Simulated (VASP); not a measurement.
A run of VASP 6.6.1 is set up as follows.

File INCAR:

```
  ALGO = Normal
  EDIFF = 1E-6
  ENCUT = 520
  GGA = PS
  ISIF = 2
  ISMEAR = 0
  LASPH = T
  LCHARG = F
  LREAL = F
  LWAVE = F
  NBANDS = 16
  NELM = 100
  PREC = Accurate
  SIGMA = 0.02
```

The input KPOINTS:

```
k-points
0
Gamma
  10 10 10
```

File POSCAR:

```
GaN
1.0
   -0.0192674302      2.3867951684      2.3218267459
    2.2945593886      0.0473235128      2.2552358030
    2.3183338200      2.3439786569      0.0235490813
Ga N
1 1
Direct
   -0.0019991120      0.0113445720     -0.0040137553
    0.7519991120      0.7386554280      0.7540137553
```

Potentials or basis: VASP PAW PBE potentials, release 64 (Ga_d, N).

Command:

```sh
$ cat potpaw_PBE.64/Ga_d/POTCAR potpaw_PBE.64/N/POTCAR > POTCAR
$ mpirun -np 1 vasp_std > vasp.out
```

Predict the largest force.

0.939 eV/Å.

Predict the band gap on the k mesh.

1.11 eV, direct.

Forces on the atoms (eV/Å):
```
Ga  -0.583  0.487 -0.553
N    0.583 -0.487  0.553
```

Caveat: the cell differs from its parent crystal (atoms moved at random and the cell strained at random); the PAW data sets were made with another functional, which shifts forces and pressure a little.
